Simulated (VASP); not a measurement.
# OsO3F2 in VASP: further runs

OsO3F2 is run at these levels: PBE; tasks: single point.

All numbers are computed with VASP 6.6.1; they aren't measurements. Logs are shortened: lines on timing, memory, paths and dates and some standing lists are left out, and cuts for length are marked.

## (1) The cell of the first run

The cell holds a molecule in a box, 6 atoms: a = 11.560 Å, b = 12.770 Å, c = 11.950 Å, α = 90.00°, β = 90.00°, γ = 90.00°.

## (2) Single point, PBE

INCAR

```
SYSTEM = OsO3F2
ALGO     = Normal         ! electronic algorithm
EDIFF    = 1E-6           ! SCF threshold, eV
ENCUT    = 520            ! plane-wave cutoff, eV
GGA      = PE             ! functional
ISIF     = 2              ! what is computed and relaxed
ISMEAR   = 0              ! smearing method
LASPH    = .TRUE.         ! aspherical terms in the spheres
LCHARG   = .TRUE.         ! write CHGCAR
LELF     = .TRUE.         ! ELF
LREAL    = .FALSE.        ! projectors in reciprocal space
LVHAR    = .TRUE.       
LWAVE    = .FALSE.        ! write WAVECAR
NBANDS   = 29             ! bands
NELM     = 80             ! most SCF steps
PREC     = Accurate       ! precision mode
SIGMA    = 0.01           ! smearing width, eV
```

KPOINTS

```
k-points
0
G
  1 1 1
  0 0 0
```

POSCAR

```
OsO3F2
1.0
   11.5600000000      0.0000000000      0.0000000000
    0.0000000000     12.7700000000      0.0000000000
    0.0000000000      0.0000000000     11.9500000000
Os O F
1 3 2
Direct
    0.4631029400      0.5000853600      0.4999489500
    0.3892733600      0.5000853600      0.6233288700
    0.3892733600      0.5000853600      0.3765690400
    0.6104809700      0.5000853600      0.4999489500
    0.4631764700      0.6477830900      0.4999489500
    0.4631764700      0.3523884100      0.4999489500
```

Potentials or basis: VASP PAW PBE potentials, release 64 (Os, O, F).

The run is started by

```sh
cat potpaw_PBE.64/Os/POTCAR potpaw_PBE.64/O/POTCAR potpaw_PBE.64/F/POTCAR > POTCAR
mpirun -np 1 vasp_gam > vasp.out
```

OUTCAR:

```text
SYSTEM = OsO3F2
   EDIFF = 1E-6
   ENCUT = 520
   GGA = PE
   ISIF = 2
   ISMEAR = 0
   LASPH = .TRUE.
   LREAL = .FALSE.
   NELM = 80
   PREC = Accurate

 ion  position               nearest neighbor table
   1  0.463  0.500  0.500-   3 1.70   2 1.70   4 1.70   6 1.89   5 1.89
   2  0.389  0.500  0.623-   1 1.70
   3  0.389  0.500  0.377-   1 1.70
   4  0.610  0.500  0.500-   1 1.70
   5  0.463  0.648  0.500-   1 1.89
   6  0.463  0.352  0.500-   1 1.89

  LATTYP: Found a simple orthorhombic cell.
 ALAT       =    11.5600000000
 B/A-ratio  =     1.0337370242
 C/A-ratio  =     1.1046712803

  Lattice vectors:

 A1 = ( -11.5600000000,   0.0000000000,   0.0000000000)
 A2 = (   0.0000000000,   0.0000000000,  11.9500000000)
 A3 = (   0.0000000000,  12.7700000000,   0.0000000000)

Analysis of symmetry for initial positions (statically):
=====================================================================
 Subroutine PRICEL returns:
 Original cell was already a primitive cell.

 Routine SETGRP: Setting up the symmetry group for a
 simple orthorhombic supercell.

 Subroutine GETGRP returns: Found  4 space group operations
 (whereof  1 operations were pure point group operations)
 out of a pool of  8 trial point group operations.

The static configuration has the point symmetry C_1 .
 The point group associated with its full space group is C_2v.

Analysis of symmetry for dynamics (positions and initial velocities):
=====================================================================
 Subroutine PRICEL returns:
 Original cell was already a primitive cell.

 Routine SETGRP: Setting up the symmetry group for a
 simple orthorhombic supercell.

 Subroutine GETGRP returns: Found  4 space group operations
 (whereof  1 operations were pure point group operations)
 out of a pool of  8 trial point group operations.

The dynamic configuration has the point symmetry C_1 .
 The point group associated with its full space group is C_2v.

 Subroutine INISYM returns: Found  4 space group operations
 (whereof  1 operations are pure point group operations),
 and found     1 'primitive' translations

----------------------------------------------------------------------------------------

                                     Primitive cell

  volume of cell :    1764.0733

  direct lattice vectors                    reciprocal lattice vectors
    11.560000000  0.000000000  0.000000000     0.086505190  0.000000000  0.000000000
     0.000000000 12.770000000  0.000000000     0.000000000  0.078308536  0.000000000
     0.000000000  0.000000000 11.950000000     0.000000000  0.000000000  0.083682008

  length of vectors
    11.560000000 12.770000000 11.950000000     0.086505190  0.078308536  0.083682008

  position of ions in fractional coordinates (direct lattice)
     0.463102940  0.500085360  0.499948950
     0.389273360  0.500085360  0.623328870
     0.389273360  0.500085360  0.376569040
     0.610480970  0.500085360  0.499948950
     0.463176470  0.647783090  0.499948950
     0.463176470  0.352388410  0.499948950

  ion indices of the primitive-cell ions
   primitive index   ion index
                 1           1
                 2           2
                 3           3
                 4           4
                 5           5
                 6           6

----------------------------------------------------------------------------------------

 KPOINTS: k-points

Automatic generation of k-mesh.
 Grid dimensions read from file:
 generate k-points for:    1    1    1

 Generating k-lattice:

  Cartesian coordinates                     Fractional coordinates (reciprocal lattice)
     0.086505190  0.000000000  0.000000000     1.000000000  0.000000000  0.000000000
     0.000000000  0.078308536  0.000000000     0.000000000  1.000000000  0.000000000
     0.000000000  0.000000000  0.083682008     0.000000000  0.000000000  1.000000000

  Length of vectors
     0.086505190  0.078308536  0.083682008

  Shift w.r.t. Gamma in fractional coordinates (k-lattice)
     0.000000000  0.000000000  0.000000000

 Subroutine IBZKPT returns following result:
 ===========================================

 Found      1 irreducible k-points:

 Following reciprocal coordinates:
            Coordinates               Weight
  0.000000  0.000000  0.000000      1.000000
   k-points           NKPTS =      1   k-points in BZ     NKDIM =      1   number of bands    NBANDS=     29
   number of dos      NEDOS =    301   number of ions     NIONS =      6
   total plane-waves  NPLWV = 777600
   dimension x,y,z NGX =    90 NGY =   96 NGZ =   90
   dimension x,y,z NGXF=   180 NGYF=  192 NGZF=  180
   ions per type =               1   3   2
   NGX,Y,Z   is equivalent  to a cutoff of  12.94, 12.50, 12.52 a.u.
   NGXF,Y,Z  is equivalent  to a cutoff of  25.89, 25.00, 25.04 a.u.
 SYSTEM =  OsO3F2
   PREC   = accura    normal or accurate (medium, high low for compatibility)
   ISTART =      0    job   : 0-new  1-cont  2-samecut
   ICHARG =      2    charge: 1-file 2-atom 10-const
   ISPIN  =      1    spin polarized calculation?
   LNONCOLLINEAR =      F non collinear calculations
   LSORBIT =      F    spin-orbit coupling
   LASPH  =      T    aspherical Exc in radial PAW
   ENCUT  =  520.0 eV  38.22 Ry    6.18 a.u.  21.49 23.74 22.22*2*pi/ulx,y,z
   NELM   =     80;   NELMIN=  2; NELMDL= -5     # of ELM steps
   EDIFF  = 0.1E-05   stopping-criterion for ELM
   LREAL  =      F    real-space projection
   EDIFFG = 0.1E-04   stopping-criterion for IOM
   NSW    =      0    number of steps for IOM
   IBRION =     -1    ionic relax: 0-MD 1-quasi-New 2-CG
   NFREE  =      0    steps in history (QN), initial steepest desc. (CG)
   ISIF   =      2    stress and relaxation
   ISYM   =      2    0-nonsym 1-usesym 2-fastsym
   POTIM  = 0.5000    time-step for ionic-motion
   TEBEG  =    0.0;   TEEND  =   0.0 temperature during run
   PSTRESS=    0.0 pullay stress
   NELECT =      40.0000    total number of electrons
   NUPDOWN=      -1.0000    fix difference up-down
   EMIN   =  10.00;   EMAX   =-10.00  energy-range for DOS
   EFERMI =   0.00;   METHOD = LEGACY
   ISMEAR =     0;   SIGMA  =   0.01  broadening in eV -4-tet -1-fermi 0-gaus
   EFERMI_NEDOS =   21; number of points for ismear=-14 and -15
   IALGO  =     38    algorithm
   IMIX   =      4    mixing-type and parameters
     AMIX     =   0.40;   BMIX     =  1.00
     AMIX_MAG =   1.60;   BMIX_MAG =  1.00
  volume/ion in A,a.u.               =     294.01      1984.09
  Fermi-wavevector in a.u.,A,eV,Ry     =   0.463364  0.875632  2.921260  0.214707
  Thomas-Fermi vector in A             =   1.451494
   LORBIT       =      0    0 simple, 1 ext, 2 COOP (PROOUT), +10 PAW based schemes
   GGA     = PE    functional components
   LHFCALC =     F    Hartree Fock is set to
   AEXX    =    0.0000 exact exchange contribution
   IVDW    =     0    specifies the selected vdW correction
   LEPSILON=     F    determine dielectric tensor
   LRPA    =     F    only Hartree local field effects (RPA)
 non-spin polarized calculation
 Gauss-broadening in eV      SIGMA  =   0.01
  energy-cutoff  :      520.00
  volume of cell :     1764.07
 maximum number of plane-waves:     23733
 NGX is ok and might be reduce to    90
   NGX = 43   NGY = 47   NGZ = 45

 number of electron      39.9999979 magnetization

 Free energy of the ion-electron system (eV)
  ---------------------------------------------------
  ext. energy  EPLUGINS =         0.00000000
  ---------------------------------------------------
  free energy    TOTEN  =       -36.57614354 eV

  energy without entropy =      -36.57614354  energy(sigma->0) =      -36.57614354

 E-fermi :  -9.1140     XC(G=0):  -0.8067

 val. band max:       -9.2307955346   @ k =   0.0000   0.0000   0.0000
 cond. band min:      -6.1410641948   @ k =   0.0000   0.0000   0.0000
 fundamental gap:      3.0897313398
 Fermi energy:        -9.1140036227

 k-point     1 :       0.0000    0.0000    0.0000
  band No.  band energies     occupation
      1     -29.8952      2.00000
      2     -29.3143      2.00000
      3     -26.0648      2.00000
      4     -25.2636      2.00000
      5     -25.2568      2.00000
      6     -14.0055      2.00000
[... 21 lines left out ...]
     28       0.7516      0.00000
     29       0.8046      0.00000

------------------------ aborting loop because EDIFF is reached ----------------------------------------

  FORCE on cell =-STRESS in cart. coord.  units (eV):
  Direction    XX          YY          ZZ          XY          YZ          ZX
  --------------------------------------------------------------------------------------
  -------------------------------------------------------------------------------------
  Total        2.8793660      2.1045482      2.8911663      0.0000000      0.0000000      0.0000000
  in kB        2.6151152      1.9114054      2.6258325      0.0000000      0.0000000      0.0000000
  external PRESSURE =       2.3841177 kB  Pullay stress =       0.0000000 kB

 VOLUME and BASIS-vectors are now :
 -----------------------------------------------------------------------------
  energy-cutoff  :      520.00
  volume of cell :     1764.07
      direct lattice vectors                 reciprocal lattice vectors
    11.560000000  0.000000000  0.000000000     0.086505190  0.000000000  0.000000000
     0.000000000 12.770000000  0.000000000     0.000000000  0.078308536  0.000000000
     0.000000000  0.000000000 11.950000000     0.000000000  0.000000000  0.083682008

 POSITION                                       TOTAL-FORCE (eV/Angst)
 -----------------------------------------------------------------------------------
      5.35347      6.38609      5.97439        -0.011834      0.000000     -0.000000
      4.50000      6.38609      7.44878        -0.592850      0.000000      1.039198
      4.50000      6.38609      4.50000        -0.592850      0.000000     -1.039198
      7.05716      6.38609      5.97439         1.197919      0.000000     -0.000000
      5.35432      8.27219      5.97439        -0.000193      0.603903     -0.000000
      5.35432      4.50000      5.97439        -0.000193     -0.603903     -0.000000
 -----------------------------------------------------------------------------------
    total drift:                               -0.000897     -0.018140     -0.000150

  FREE ENERGIE OF THE ION-ELECTRON SYSTEM (eV)
  ---------------------------------------------------
  free  energy   TOTEN  =       -36.5761435433 eV

  energy  without entropy=      -36.5761435433  energy(sigma->0) =      -36.57614354
```

Run time: 2.7 min. Hardware: 1 thread of Intel Xeon Platinum 8488C (Sapphire Rapids), shared host; peak memory 1.3 GiB.

What came out:

```
Free energy                     : -36.5761 eV
Largest force                   : 1.198 eV/Å
Gap between the frontier levels : 3.09 eV
```

Forces on the atoms (eV/Å):
```
Os  -0.012  0.000  0.000
O   -0.593  0.000  1.039
O   -0.593  0.000 -1.039
O    1.198  0.000  0.000
F    0.000  0.604  0.000
F    0.000 -0.604  0.000
```

Caveat: spin-orbit coupling is left out, which moves the levels of the heavy elements.

## (3) Single point, PBE, non-collinear spin, zero start, spin-orbit coupling

INCAR

```
PREC = Accurate ; ENCUT = 520
EDIFF = 1E-6 ; ISMEAR = 0
SIGMA = 0.01 ; LREAL = False
LASPH = True ; NELM = 150
ALGO = Normal ; ISIF = 2
LWAVE = False ; LCHARG = False
LNONCOLLINEAR = True ; MAGMOM = 0 0 0 0 0 0 0 0 0 0 0 0 0 0 0 0 0 0
LORBIT = 11 ; LSORBIT = True
GGA_COMPAT = False ; LORBMOM = True
LMAXMIX = 4 ; GGA = PE
NBANDS = 56
```

KPOINTS

```
Automatic mesh
0
Gamma
  1 1 1
```

POSCAR is that of step 2.

Potentials or basis: VASP PAW PBE potentials, release 64 (Os, O, F).

The run is started by

```sh
cat potpaw_PBE.64/Os/POTCAR potpaw_PBE.64/O/POTCAR potpaw_PBE.64/F/POTCAR > POTCAR
mpirun -np 1 vasp_ncl > vasp.out
```

Run time: 14 min. Hardware: 1 thread of Intel Xeon Platinum 8488C (Sapphire Rapids), shared host; peak memory 4.2 GiB.

It converged, with:

```yaml
Free_energy: -36.8579 eV
Largest_force: 1.179 eV/Å
Net_moment: 0.00 μB per cell
Valence_electrons_inside_the_program's_atomic_spheres: Os 8.10; O 4.92; F 6.05
```

Forces on the atoms (eV/Å):
```
Os  -0.012  0.000  0.000
O   -0.584  0.000  1.023
O   -0.584  0.000 -1.023
O    1.179  0.000  0.000
F    0.000  0.601  0.000
F    0.000 -0.601  0.000
```

Moments on the atoms (μB; x, y, z):
```
Os  0.00 0.00 0.00
O   0.00 0.00 0.00
O   0.00 0.00 0.00
O   0.00 0.00 0.00
F   0.00 0.00 0.00
F   0.00 0.00 0.00
```
